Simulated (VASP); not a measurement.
# Sb (Fm-3m) in VASP: notebook, part 2 of 2

VASP 6.6.1. The steps go on from the part before.

### 4 Single point, PBE (volume scaled by 0.96)

INCAR

```
SYSTEM = Sb
PREC = Accurate ; ENCUT = 520
EDIFF = 1E-7 ; ISMEAR = -1
SIGMA = 0.05 ; LREAL = .False.
LASPH = .True. ; NELM = 80
ALGO = Normal ; ISIF = 2
LWAVE = .False. ; LCHARG = .False.
GGA = PE ; NBANDS = 8
```

KPOINTS

```
Automatic mesh
0
Gamma
  12 12 12
  0 0 0
```

POSCAR

```
Sb
1.0
    0.0000000000      2.2738475325      2.2738475325
    2.2738475325      0.0000000000      2.2738475325
    2.2738475325      2.2738475325      0.0000000000
Sb
1
Direct
    0.0000000000      0.0000000000      0.0000000000
```

Potentials or basis: VASP PAW PBE potentials, release 64 (Sb).

Launch:

```console
cat potpaw_PBE.64/Sb/POTCAR > POTCAR
mpirun -np 1 vasp_std > vasp.out
```

OUTCAR:

```text
SYSTEM = Sb
   PREC = Accurate
   ENCUT = 520
   EDIFF = 1E-7
   ISMEAR = -1
   LREAL = .False.
   LASPH = .True.
   NELM = 80
   ISIF = 2
   GGA = PE

 ion  position               nearest neighbor table
   1  0.000  0.000  0.000-

  LATTYP: Found a face centered cubic cell.
 ALAT       =     4.5476950650

  Lattice vectors:

 A1 = (   0.0000000000,   2.2738475325,   2.2738475325)
 A2 = (   2.2738475325,   0.0000000000,   2.2738475325)
 A3 = (   2.2738475325,   2.2738475325,   0.0000000000)

Analysis of symmetry for initial positions (statically):
=====================================================================
 Subroutine PRICEL returns:
 Original cell was already a primitive cell.

 Routine SETGRP: Setting up the symmetry group for a
 face centered cubic supercell.

 Subroutine GETGRP returns: Found 48 space group operations
 (whereof 48 operations were pure point group operations)
 out of a pool of 48 trial point group operations.

The static configuration has the point symmetry O_h .

Analysis of symmetry for dynamics (positions and initial velocities):
=====================================================================
 Subroutine PRICEL returns:
 Original cell was already a primitive cell.

 Routine SETGRP: Setting up the symmetry group for a
 face centered cubic supercell.

 Subroutine GETGRP returns: Found 48 space group operations
 (whereof 48 operations were pure point group operations)
 out of a pool of 48 trial point group operations.

The dynamic configuration has the point symmetry O_h .

 Subroutine INISYM returns: Found 48 space group operations
 (whereof 48 operations are pure point group operations),
 and found     1 'primitive' translations

----------------------------------------------------------------------------------------

                                     Primitive cell

  volume of cell :      23.5133

  direct lattice vectors                    reciprocal lattice vectors
     0.000000000  2.273847533  2.273847533    -0.219891612  0.219891612  0.219891612
     2.273847533  0.000000000  2.273847533     0.219891612 -0.219891612  0.219891612
     2.273847533  2.273847533  0.000000000     0.219891612  0.219891612 -0.219891612

  length of vectors
     3.215706019  3.215706019  3.215706019     0.380863445  0.380863445  0.380863445

  position of ions in fractional coordinates (direct lattice)
     0.000000000  0.000000000  0.000000000

  ion indices of the primitive-cell ions
   primitive index   ion index
                 1           1

----------------------------------------------------------------------------------------

 KPOINTS: Automatic mesh

Automatic generation of k-mesh.
 Grid dimensions read from file:
 generate k-points for:   12   12   12

 Generating k-lattice:

  Cartesian coordinates                     Fractional coordinates (reciprocal lattice)
    -0.018324301  0.018324301  0.018324301     0.083333333  0.000000000  0.000000000
     0.018324301 -0.018324301  0.018324301     0.000000000  0.083333333  0.000000000
     0.018324301  0.018324301 -0.018324301     0.000000000  0.000000000  0.083333333

  Length of vectors
     0.031738620  0.031738620  0.031738620

  Shift w.r.t. Gamma in fractional coordinates (k-lattice)
     0.000000000  0.000000000  0.000000000

 Subroutine IBZKPT returns following result:
 ===========================================

 Found     72 irreducible k-points:

 Following reciprocal coordinates:
            Coordinates               Weight
  0.000000  0.000000  0.000000      1.000000
  0.083333  0.000000  0.000000      8.000000
  0.166667  0.000000  0.000000      8.000000
  0.250000  0.000000  0.000000      8.000000
  0.333333  0.000000  0.000000      8.000000
  0.416667  0.000000  0.000000      8.000000
[... 16 lines left out ...]
  0.500000  0.166667  0.000000     24.000000
 -0.416667  0.166667  0.000000     24.000000
 [... further k-points ...]
   k-points           NKPTS =     72   k-points in BZ     NKDIM =     72   number of bands    NBANDS=      8
   number of dos      NEDOS =    301   number of ions     NIONS =      1
   total plane-waves  NPLWV =  13824
   dimension x,y,z NGX =    24 NGY =   24 NGZ =   24
   dimension x,y,z NGXF=    48 NGYF=   48 NGZF=   48
   ions per type =               1
   NGX,Y,Z   is equivalent  to a cutoff of  12.41, 12.41, 12.41 a.u.
   NGXF,Y,Z  is equivalent  to a cutoff of  24.82, 24.82, 24.82 a.u.
 SYSTEM =  Sb
   PREC   = accura    normal or accurate (medium, high low for compatibility)
   ISTART =      0    job   : 0-new  1-cont  2-samecut
   ICHARG =      2    charge: 1-file 2-atom 10-const
   ISPIN  =      1    spin polarized calculation?
   LNONCOLLINEAR =      F non collinear calculations
   LSORBIT =      F    spin-orbit coupling
   LASPH  =      T    aspherical Exc in radial PAW
   ENCUT  =  520.0 eV  38.22 Ry    6.18 a.u.   5.98  5.98  5.98*2*pi/ulx,y,z
   NELM   =     80;   NELMIN=  2; NELMDL= -5     # of ELM steps
   EDIFF  = 0.1E-06   stopping-criterion for ELM
   LREAL  =      F    real-space projection
   EDIFFG = 0.1E-05   stopping-criterion for IOM
   NSW    =      0    number of steps for IOM
   IBRION =     -1    ionic relax: 0-MD 1-quasi-New 2-CG
   NFREE  =      0    steps in history (QN), initial steepest desc. (CG)
   ISIF   =      2    stress and relaxation
   ISYM   =      2    0-nonsym 1-usesym 2-fastsym
   POTIM  = 0.5000    time-step for ionic-motion
   TEBEG  =    0.0;   TEEND  =   0.0 temperature during run
   PSTRESS=    0.0 pullay stress
   NELECT =       5.0000    total number of electrons
   NUPDOWN=      -1.0000    fix difference up-down
   EMIN   =  10.00;   EMAX   =-10.00  energy-range for DOS
   EFERMI =   0.00;   METHOD = LEGACY
   ISMEAR =    -1;   SIGMA  =   0.05  broadening in eV -4-tet -1-fermi 0-gaus
   EFERMI_NEDOS =   21; number of points for ismear=-14 and -15
   IALGO  =     38    algorithm
   IMIX   =      4    mixing-type and parameters
     AMIX     =   0.40;   BMIX     =  1.00
     AMIX_MAG =   1.60;   BMIX_MAG =  1.00
  volume/ion in A,a.u.               =      23.51       158.68
  Fermi-wavevector in a.u.,A,eV,Ry     =   0.977148  1.846541 12.991079  0.954817
  Thomas-Fermi vector in A             =   2.107822
   LORBIT       =      0    0 simple, 1 ext, 2 COOP (PROOUT), +10 PAW based schemes
   GGA     = PE    functional components
   LHFCALC =     F    Hartree Fock is set to
   AEXX    =    0.0000 exact exchange contribution
   IVDW    =     0    specifies the selected vdW correction
   LEPSILON=     F    determine dielectric tensor
   LRPA    =     F    only Hartree local field effects (RPA)
 non-spin polarized calculation
  energy-cutoff  :      520.00
  volume of cell :       23.51
 maximum number of plane-waves:       648
   NGX = 11   NGY = 11   NGZ = 11

 number of electron       5.0000000 magnetization

 Free energy of the ion-electron system (eV)
  ---------------------------------------------------
  ext. energy  EPLUGINS =         0.00000000
  ---------------------------------------------------
  free energy    TOTEN  =        -3.68538395 eV

  energy without entropy =       -3.68029002  energy(sigma->0) =       -3.68283698

 E-fermi :  10.4812     XC(G=0): -10.8383

 val. band max:       10.4675656309   @ k =   0.4167   0.3333   0.0000
 cond. band min:      10.5161392962   @ k =  -0.3333   0.3333   0.1667
 fundamental gap:      0.0485736653
 Fermi energy:        10.4811794841

 k-point     1 :       0.0000    0.0000    0.0000
  band No.  band energies     occupation
      1      -3.6655      2.00000
      2      16.7872      0.00000
      3      16.7872      0.00000
      4      16.7872      0.00000
      5      20.6034      0.00000
      6      20.8201      0.00000
      7      20.8201      0.00000
      8      20.8201      0.00000

 k-point     2 :       0.0833    0.0000    0.0000
  band No.  band energies     occupation
      1      -3.5096      2.00000
      2      15.2436      0.00000
      3      16.5465      0.00000
      4      16.5465      0.00000
      5      19.6894      0.00000
      6      21.1935      0.00000
      7      21.1935      0.00000
      8      22.8096      0.00000
[... 221 lines left out ...]
 k-point    23 :       0.5000    0.1667    0.0000
  band No.  band energies     occupation
      1       0.9717      2.00000
      2       4.7892      2.00000
      3      11.5816      0.00000
      4      13.2395      0.00000
      5      16.9624      0.00000
      6      22.0896      0.00000
      7      22.3394      0.00000
      8      24.4484      0.00000

 k-point    24 :      -0.4167    0.1667    0.0000
  band No.  band energies     occupation
      1       1.2682      2.00000
      2       4.4007      2.00000
      3      11.0474      0.00002
      4      13.7167      0.00000
      5      17.3181      0.00000
      6      21.6210      0.00000
      7      22.0684      0.00000
      8      25.0393      0.00000

 [... further k-points ...]
[... 5 lines left out ...]
  --------------------------------------------------------------------------------------
  -------------------------------------------------------------------------------------
  Total        1.8748587      1.8748587      1.8748587     -0.0000000     -0.0000000      0.0000000
  in kB      127.7512376    127.7512376    127.7512376     -0.0000000     -0.0000000      0.0000000
  external PRESSURE =     127.7512376 kB  Pullay stress =       0.0000000 kB

 VOLUME and BASIS-vectors are now :
 -----------------------------------------------------------------------------
  energy-cutoff  :      520.00
  volume of cell :       23.51
      direct lattice vectors                 reciprocal lattice vectors
     0.000000000  2.273847533  2.273847533    -0.219891612  0.219891612  0.219891612
     2.273847533  0.000000000  2.273847533     0.219891612 -0.219891612  0.219891612
     2.273847533  2.273847533  0.000000000     0.219891612  0.219891612 -0.219891612

 POSITION                                       TOTAL-FORCE (eV/Angst)
 -----------------------------------------------------------------------------------
      0.00000      0.00000      0.00000        -0.000000      0.000000     -0.000000
 -----------------------------------------------------------------------------------
    total drift:                                0.000000     -0.000000      0.000000

  FREE ENERGIE OF THE ION-ELECTRON SYSTEM (eV)
  ---------------------------------------------------
  free  energy   TOTEN  =        -3.6853839476 eV

  energy  without entropy=       -3.6802900164  energy(sigma->0) =       -3.68283698
```

OSZICAR:

```text
N       E                     dE             d eps       ncg     rms          rms(c)
DAV:   1     0.594949033918E+01    0.59495E+01   -0.16778E+03  1168   0.414E+02
DAV:   2    -0.359880730223E+01   -0.95483E+01   -0.91411E+01  1648   0.548E+01
DAV:   3    -0.369099029253E+01   -0.92183E-01   -0.92057E-01  1424   0.612E+00
DAV:   4    -0.369122428655E+01   -0.23399E-03   -0.23399E-03  1808   0.376E-01
DAV:   5    -0.369122462772E+01   -0.34117E-06   -0.34120E-06  1440   0.906E-03    0.220E+00
DAV:   6    -0.368757976798E+01    0.36449E-02   -0.91139E-04  1528   0.169E-01    0.128E+00
DAV:   7    -0.368538513656E+01    0.21946E-02   -0.21125E-03  1328   0.255E-01    0.411E-02
DAV:   8    -0.368538404161E+01    0.10950E-05   -0.29093E-05  1720   0.429E-02    0.768E-03
DAV:   9    -0.368538394760E+01    0.94006E-07   -0.50172E-07  1576   0.540E-03
   1 F= -.36853839E+01 E0= -.36828370E+01  d E =-.509393E-02
```

stdout:

```text
POSCAR found type information on POSCAR Sb
 POSCAR found :  1 types and       1 ions
 scaLAPACK will be used
 LDA part: xc-table for (Slater+PW92), standard interpolation
 POSCAR, INCAR and KPOINTS ok, starting setup
 FFT: planning ... GRIDC
 FFT: planning ... GRID_SOFT
 FFT: planning ... GRID
 WAVECAR not read
 entering main loop
```

Run time: 5.6 s. Hardware: 1 thread of Intel Xeon 6455B, shared host; peak memory 0.14 GiB.

Results:

```
Free energy : -3.6854 eV
Pressure    : 12.8 GPa
```

Caveat: spin-orbit coupling is left out, which moves the levels of the heavy elements.

### 5 The runs side by side

```csv
cell,gap on the mesh (eV),pressure (GPa)
"a = 3.238 Å, angles 60.0°, 1 atom",none,10.5
"a = 3.232 Å, angles 60.0°, 1 atom",none,11.1
"a = 3.216 Å, angles 60.0°, 1 atom",none,12.8
```

Alike in all rows: task single point; level PBE; potentials or basis VASP PAW PBE potentials, release 64 (Sb); no spin polarisation; k mesh 12 × 12 × 12; cutoff (eV) 520; smearing fermi-dirac 0.05 eV.

Caveats: spin-orbit coupling is left out, which moves the levels of the heavy elements.

Total energies depend on the potentials used, so only differences within one code and one set of settings carry meaning.
